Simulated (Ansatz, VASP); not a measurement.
**One calculation of ZrH5, two programs**

File INCAR:

```
SYSTEM = ZrH5
  PREC = Accurate
  ENCUT = 600
  EDIFF = 1E-6
  ISMEAR = 0
  SIGMA = 0.1
  LREAL = .False.
  LASPH = .True.
  NELM = 100
  ALGO = Normal
  ISIF = 3
  LWAVE = .False.
  LCHARG = .False.
  GGA = PE
  IBRION = 2
  NSW = 100
  EDIFFG = -0.01
```

KPOINTS

```
Automatic mesh
0
Gamma
  12 12 12
  0 0 0
```

Contents of POSCAR:

```
ZrH5
1.0
    0.0000000000      2.6373383535      2.6373383535
    2.6373383535      0.0000000000      2.6373383535
    2.6373383535      2.6373383535      0.0000000000
Zr H
1 5
Direct
    0.5000000000      0.5000000000      0.5000000000
    0.2500000000      0.2500000000      0.2500000000
    0.1165298232      0.6504105305      0.1165298232
    0.1165298232      0.1165298232      0.1165298232
    0.6504105305      0.1165298232      0.1165298232
    0.1165298232      0.1165298232      0.6504105305
```

Input for Ansatz:

```yaml
crystal:
  lattice:
    - [0.0, 2.6373383535, 2.6373383535]
    - [2.6373383535, 0.0, 2.6373383535]
    - [2.6373383535, 2.6373383535, 0.0]
  atoms:
    - { symbol: Zr, position: [0.5, 0.5, 0.5] }
    - { symbol: H, position: [0.25, 0.25, 0.25] }
    - { symbol: H, position: [0.1165298232, 0.6504105305, 0.1165298232] }
    - { symbol: H, position: [0.1165298232, 0.1165298232, 0.1165298232] }
    - { symbol: H, position: [0.6504105305, 0.1165298232, 0.1165298232] }
    - { symbol: H, position: [0.1165298232, 0.1165298232, 0.6504105305] }
basis:
  ecutwfc: 420
kpoints:
  mp_grid: { grid: [12, 12, 12] }
hamiltonian:
  xc: pbe
scf:
  occupations: { method: gaussian, width: 0.1 }
output:
  forces: true
  stress: true
  eigenvalues: true
  write_density: true
  write_potential: true
  elf: true
  volumetric_format: npy
relax:
  adjacent_minimum: "off"
  f_tol: 0.01
  max_steps: 80
  cell: { stress_tol: 0.05 }
```

Alike in both runs: task relaxation of cell and atoms; functional PBE; k mesh 12 × 12 × 12; occupations gaussian, width 0.1 eV; no spin polarisation.

```csv
,VASP,Ansatz
version,VASP 6.6.1,Ansatz 0.2.0
potentials or method,"VASP PAW PBE potentials, release 64 (Zr_sv, H), cutoff 600 eV","scalar-relativistic, plane waves, PAW"
valence electrons in the cell,17,17
```

```csv
,VASP,Ansatz,Ansatz less VASP
"gap on the k mesh at the Fermi level, each at its own relaxed structure (eV)",none,none,-
relaxed volume (Å³/atom),6.11,6.11,+0.001
relaxed length of the cell vector where the two differ most in proportion (Å),3.729,3.729,+0.0003
```

A gap of «none» marks a metal or a gap that the smearing closes.
